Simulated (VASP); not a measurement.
# Al3BN2 (P6/mmm) in VASP: single point with PBE

Aim: the single point of Al3BN2 with PBE.

Program: VASP 6.6.1. These are calculated values, not measurements. Logs are shortened: lines on timing, memory, paths and dates and some standing lists are left out, and cuts for length are marked.

## Step 1: The cell of the first run

Symmetry: P6/mmm, No. 191, hexagonal system. The conventional cell has a = 4.048 Å, b = 4.048 Å, c = 6.217 Å, α = 90.00°, β = 90.00°, γ = 120.00°. Al (site symmetry -6m2) has 3 Al at 2.34 Å and 3 B at 2.34 Å within 3.1 Å. Al (site symmetry 6/mmm) has 6 N at 2.34 Å within 3.1 Å. B (site symmetry 6/mmm) has 6 Al at 2.34 Å within 3.1 Å. Within 3.1 Å of N (site symmetry -6m2) lie 3 Al at 2.34 Å and 3 N at 2.34 Å.

## Step 2: Single point, PBE

INCAR reads:

```
SYSTEM = Al3BN2
PREC     = Accurate       ! precision mode
ENCUT    = 520            ! plane-wave cutoff, eV
EDIFF    = 1E-6           ! SCF threshold, eV
ISMEAR   = 0              ! smearing method
SIGMA    = 0.1            ! smearing width, eV
LREAL    = .False.        ! projectors in reciprocal space
LASPH    = .True.         ! aspherical terms in the spheres
NELM     = 60             ! most SCF steps
ALGO     = Normal         ! electronic algorithm
ISIF     = 2              ! what is computed and relaxed
LWAVE    = .False.        ! write WAVECAR
LCHARG   = .True.         ! write CHGCAR
GGA      = PE             ! functional
LELF     = .True.         ! ELF
LVHAR    = .True.       
NBANDS   = 20             ! bands
```

KPOINTS reads:

```
regular mesh
0
Gamma
  6 6 4
  0 0 0
```

POSCAR reads:

```
Al3BN2
1.0
    4.0481248600      0.0000000000      0.0000000000
   -2.0240624300      3.5057789700      0.0000000000
    0.0000000000      0.0000000000      6.2170662600
Al B N
3 1 2
Direct
    0.3333333300      0.6666666700      0.5000000000
    0.6666666700      0.3333333300      0.5000000000
    0.0000000000      0.0000000000      0.0000000000
    0.0000000000      0.0000000000      0.5000000000
    0.3333333300      0.6666666700      0.0000000000
    0.6666666700      0.3333333300      0.0000000000
```

Potentials or basis: VASP PAW PBE potentials, release 64 (Al, B, N).

The run is started by

```sh
$ cat potpaw_PBE.64/Al/POTCAR potpaw_PBE.64/B/POTCAR potpaw_PBE.64/N/POTCAR > POTCAR
$ mpirun -np 1 vasp_std > vasp.out
```

OUTCAR:

```text
SYSTEM = Al3BN2
   PREC = Accurate
   ENCUT = 520
   EDIFF = 1E-6
   ISMEAR = 0
   LREAL = .False.
   LASPH = .True.
   NELM = 60
   ISIF = 2
   GGA = PE

 ion  position               nearest neighbor table
   1  0.333  0.667  0.500-   4 2.34   2 2.34   2 2.34   4 2.34   4 2.34   2 2.34
   2  0.667  0.333  0.500-   4 2.34   1 2.34   1 2.34   4 2.34   4 2.34   1 2.34
   3  0.000  0.000  0.000-   5 2.34   6 2.34   6 2.34   5 2.34   6 2.34   5 2.34
   4  0.000  0.000  0.500-   1 2.34   2 2.34   2 2.34   1 2.34   2 2.34   1 2.34
   5  0.333  0.667  0.000-   3 2.34   3 2.34   3 2.34
   6  0.667  0.333  0.000-   3 2.34   3 2.34   3 2.34

  LATTYP: Found a hexagonal cell.
 ALAT       =     4.0481248600
 C/A-ratio  =     1.5357891555

  Lattice vectors:

 A1 = (   4.0481248600,   0.0000000000,   0.0000000000)
 A2 = (  -2.0240624300,   3.5057789700,   0.0000000000)
 A3 = (   0.0000000000,   0.0000000000,   6.2170662600)

Analysis of symmetry for initial positions (statically):
=====================================================================
 Subroutine PRICEL returns:
 Original cell was already a primitive cell.

 Routine SETGRP: Setting up the symmetry group for a
 hexagonal supercell.

 Subroutine GETGRP returns: Found 24 space group operations
 (whereof 24 operations were pure point group operations)
 out of a pool of 24 trial point group operations.

The static configuration has the point symmetry D_6h.

Analysis of symmetry for dynamics (positions and initial velocities):
=====================================================================
 Subroutine PRICEL returns:
 Original cell was already a primitive cell.

 Routine SETGRP: Setting up the symmetry group for a
 hexagonal supercell.

 Subroutine GETGRP returns: Found 24 space group operations
 (whereof 24 operations were pure point group operations)
 out of a pool of 24 trial point group operations.

The dynamic configuration has the point symmetry D_6h.

 Subroutine INISYM returns: Found 24 space group operations
 (whereof 24 operations are pure point group operations),
 and found     1 'primitive' translations

----------------------------------------------------------------------------------------

                                     Primitive cell

  volume of cell :      88.2316

  direct lattice vectors                    reciprocal lattice vectors
     4.048124860  0.000000000  0.000000000     0.247027954  0.142621655  0.000000000
    -2.024062430  3.505778970  0.000000000     0.000000000  0.285243311  0.000000000
     0.000000000  0.000000000  6.217066260     0.000000000  0.000000000  0.160847570

  length of vectors
     4.048124860  4.048124863  6.217066260     0.285243311  0.285243311  0.160847570

  position of ions in fractional coordinates (direct lattice)
     0.333333330  0.666666670  0.500000000
     0.666666670  0.333333330  0.500000000
     0.000000000  0.000000000  0.000000000
     0.000000000  0.000000000  0.500000000
     0.333333330  0.666666670  0.000000000
     0.666666670  0.333333330  0.000000000

  ion indices of the primitive-cell ions
   primitive index   ion index
                 1           1
                 2           2
                 3           3
                 4           4
                 5           5
                 6           6

----------------------------------------------------------------------------------------

 KPOINTS: regular mesh

Automatic generation of k-mesh.
 Grid dimensions read from file:
 generate k-points for:    6    6    4

 Generating k-lattice:

  Cartesian coordinates                     Fractional coordinates (reciprocal lattice)
     0.041171326  0.023770276  0.000000000     0.166666667  0.000000000  0.000000000
     0.000000000  0.047540552  0.000000000     0.000000000  0.166666667  0.000000000
     0.000000000  0.000000000  0.040211892     0.000000000  0.000000000  0.250000000

  Length of vectors
     0.047540552  0.047540552  0.040211892

  Shift w.r.t. Gamma in fractional coordinates (k-lattice)
     0.000000000  0.000000000  0.000000000

 Subroutine IBZKPT returns following result:
 ===========================================

 Found     21 irreducible k-points:

 Following reciprocal coordinates:
            Coordinates               Weight
  0.000000  0.000000  0.000000      1.000000
  0.166667 -0.000000  0.000000      6.000000
  0.333333  0.000000  0.000000      6.000000
  0.500000 -0.000000  0.000000      3.000000
  0.166667  0.166667  0.000000      6.000000
  0.333333  0.166667  0.000000     12.000000
[... 13 lines left out ...]
  0.333333  0.166667  0.500000     12.000000
  0.333333  0.333333  0.500000      2.000000
   k-points           NKPTS =     21   k-points in BZ     NKDIM =     21   number of bands    NBANDS=     20
   number of dos      NEDOS =    301   number of ions     NIONS =      6
   total plane-waves  NPLWV =  43200
   dimension x,y,z NGX =    30 NGY =   30 NGZ =   48
   dimension x,y,z NGXF=    60 NGYF=   60 NGZF=   96
   ions per type =               3   1   2
   NGX,Y,Z   is equivalent  to a cutoff of  12.32, 12.32, 12.84 a.u.
   NGXF,Y,Z  is equivalent  to a cutoff of  24.64, 24.64, 25.67 a.u.
 SYSTEM =  Al3BN2
   PREC   = accura    normal or accurate (medium, high low for compatibility)
   ISTART =      0    job   : 0-new  1-cont  2-samecut
   ICHARG =      2    charge: 1-file 2-atom 10-const
   ISPIN  =      1    spin polarized calculation?
   LNONCOLLINEAR =      F non collinear calculations
   LSORBIT =      F    spin-orbit coupling
   LASPH  =      T    aspherical Exc in radial PAW
   ENCUT  =  520.0 eV  38.22 Ry    6.18 a.u.   7.53  7.53 11.56*2*pi/ulx,y,z
   NELM   =     60;   NELMIN=  2; NELMDL= -5     # of ELM steps
   EDIFF  = 0.1E-05   stopping-criterion for ELM
   LREAL  =      F    real-space projection
   EDIFFG = 0.1E-04   stopping-criterion for IOM
   NSW    =      0    number of steps for IOM
   IBRION =     -1    ionic relax: 0-MD 1-quasi-New 2-CG
   NFREE  =      0    steps in history (QN), initial steepest desc. (CG)
   ISIF   =      2    stress and relaxation
   ISYM   =      2    0-nonsym 1-usesym 2-fastsym
   POTIM  = 0.5000    time-step for ionic-motion
   TEBEG  =    0.0;   TEEND  =   0.0 temperature during run
   PSTRESS=    0.0 pullay stress
   NELECT =      22.0000    total number of electrons
   NUPDOWN=      -1.0000    fix difference up-down
   EMIN   =  10.00;   EMAX   =-10.00  energy-range for DOS
   EFERMI =   0.00;   METHOD = LEGACY
   ISMEAR =     0;   SIGMA  =   0.10  broadening in eV -4-tet -1-fermi 0-gaus
   EFERMI_NEDOS =   21; number of points for ismear=-14 and -15
   IALGO  =     38    algorithm
   IMIX   =      4    mixing-type and parameters
     AMIX     =   0.40;   BMIX     =  1.00
     AMIX_MAG =   1.60;   BMIX_MAG =  1.00
  volume/ion in A,a.u.               =      14.71        99.24
  Fermi-wavevector in a.u.,A,eV,Ry     =   1.030405  1.947182 14.445761  1.061733
  Thomas-Fermi vector in A             =   2.164501
   LORBIT       =      0    0 simple, 1 ext, 2 COOP (PROOUT), +10 PAW based schemes
   GGA     = PE    functional components
   LHFCALC =     F    Hartree Fock is set to
   AEXX    =    0.0000 exact exchange contribution
   IVDW    =     0    specifies the selected vdW correction
   LEPSILON=     F    determine dielectric tensor
   LRPA    =     F    only Hartree local field effects (RPA)
 non-spin polarized calculation
 Gauss-broadening in eV      SIGMA  =   0.10
  energy-cutoff  :      520.00
  volume of cell :       88.23
 maximum number of plane-waves:      2405
   NGX = 15   NGY = 15   NGZ = 23

 number of electron      22.0000002 magnetization

 Free energy of the ion-electron system (eV)
  ---------------------------------------------------
  ext. energy  EPLUGINS =         0.00000000
  ---------------------------------------------------
  free energy    TOTEN  =       -26.39041426 eV

  energy without entropy =      -26.37264155  energy(sigma->0) =      -26.38152791

 E-fermi :   4.6270     XC(G=0):  -9.8018

 val. band max:        4.6226497368   @ k =   0.5000  -0.0000   0.5000
 cond. band min:       4.6956018594   @ k =   0.0000   0.0000   0.5000
 fundamental gap:      0.0729521226
 Fermi energy:         4.6269555532

 k-point     1 :       0.0000    0.0000    0.0000
  band No.  band energies     occupation
      1      -9.9728      2.00000
      2      -5.9681      2.00000
      3      -5.7481      2.00000
      4      -0.2261      2.00000
      5       1.6424      2.00000
      6       1.6424      2.00000
[... 12 lines left out ...]
     19      12.2091      0.00000
     20      12.2670      0.00000

 k-point     2 :       0.1667   -0.0000    0.0000
  band No.  band energies     occupation
      1      -9.7702      2.00000
      2      -6.1057      2.00000
      3      -5.6717      2.00000
      4       0.0618      2.00000
      5       0.7894      2.00000
      6       1.1185      2.00000
[... 12 lines left out ...]
     19      11.2218      0.00000
     20      11.4586      0.00000

 k-point     3 :       0.3333    0.0000    0.0000
  band No.  band energies     occupation
      1      -9.2173      2.00000
      2      -6.9342      2.00000
      3      -4.8007      2.00000
      4      -1.3537      2.00000
      5       0.4878      2.00000
      6       0.7151      2.00000
[... 12 lines left out ...]
     19      10.4705      0.00000
     20      11.4525      0.00000

 k-point     4 :       0.5000   -0.0000    0.0000
  band No.  band energies     occupation
      1      -8.7175      2.00000
      2      -7.5589      2.00000
      3      -3.6896      2.00000
      4      -2.9407      2.00000
      5       0.2536      2.00000
      6       0.3107      2.00000
[... 360 lines left out ...]
 k-point    20 :       0.3333    0.1667    0.5000
  band No.  band energies     occupation
      1      -8.7397      2.00000
      2      -7.4782      2.00000
      3      -4.0607      2.00000
      4      -2.2084      2.00000
      5      -0.8840      2.00000
      6      -0.4477      2.00000
[... 12 lines left out ...]
     19      10.6431      0.00000
     20      12.9960      0.00000

 k-point    21 :       0.3333    0.3333    0.5000
  band No.  band energies     occupation
      1      -8.1199      2.00000
      2      -8.1199      2.00000
      3      -3.1252      2.00000
      4      -2.1789      2.00000
      5      -2.1789      2.00000
      6      -1.4029      2.00000
[... 12 lines left out ...]
     19       8.6795      0.00000
     20      14.0557      0.00000

------------------------ aborting loop because EDIFF is reached ----------------------------------------

  FORCE on cell =-STRESS in cart. coord.  units (eV):
  Direction    XX          YY          ZZ          XY          YZ          ZX
  --------------------------------------------------------------------------------------
  -------------------------------------------------------------------------------------
  Total       -5.3243894     -5.3243894     -9.4247296      0.0000000     -0.0000000      0.0000000
  in kB      -96.6844123    -96.6844125   -171.1415869      0.0000000     -0.0000000      0.0000000
  external PRESSURE =    -121.5034706 kB  Pullay stress =       0.0000000 kB

 VOLUME and BASIS-vectors are now :
 -----------------------------------------------------------------------------
  energy-cutoff  :      520.00
  volume of cell :       88.23
      direct lattice vectors                 reciprocal lattice vectors
     4.048124860  0.000000000  0.000000000     0.247027954  0.142621655  0.000000000
    -2.024062430  3.505778970  0.000000000     0.000000000  0.285243311  0.000000000
     0.000000000  0.000000000  6.217066260     0.000000000  0.000000000  0.160847570

 POSITION                                       TOTAL-FORCE (eV/Angst)
 -----------------------------------------------------------------------------------
     -0.00000      2.33719      3.10853        -0.000000      0.000000     -0.000000
      2.02406      1.16859      3.10853         0.000000      0.000000     -0.000000
      0.00000      0.00000      0.00000         0.000000      0.000000     -0.000000
      0.00000      0.00000      3.10853         0.000000      0.000000     -0.000000
     -0.00000      2.33719      0.00000        -0.000000      0.000000      0.000000
      2.02406      1.16859      0.00000         0.000000      0.000000     -0.000000
 -----------------------------------------------------------------------------------
    total drift:                               -0.000000      0.000000     -0.000000

  FREE ENERGIE OF THE ION-ELECTRON SYSTEM (eV)
  ---------------------------------------------------
  free  energy   TOTEN  =       -26.3904142642 eV

  energy  without entropy=      -26.3726415510  energy(sigma->0) =      -26.38152791
```

It took 32 s on 1 thread of AMD EPYC 7R13 (Zen 3), shared host; peak memory 0.17 GiB.

What came out:

- Free energy: -26.3904 eV
- Pressure: -12.2 GPa
- Band gap on the k mesh: zero (band 11 reaches 4.89 eV, above the bottom of band 12 at 4.56 eV)
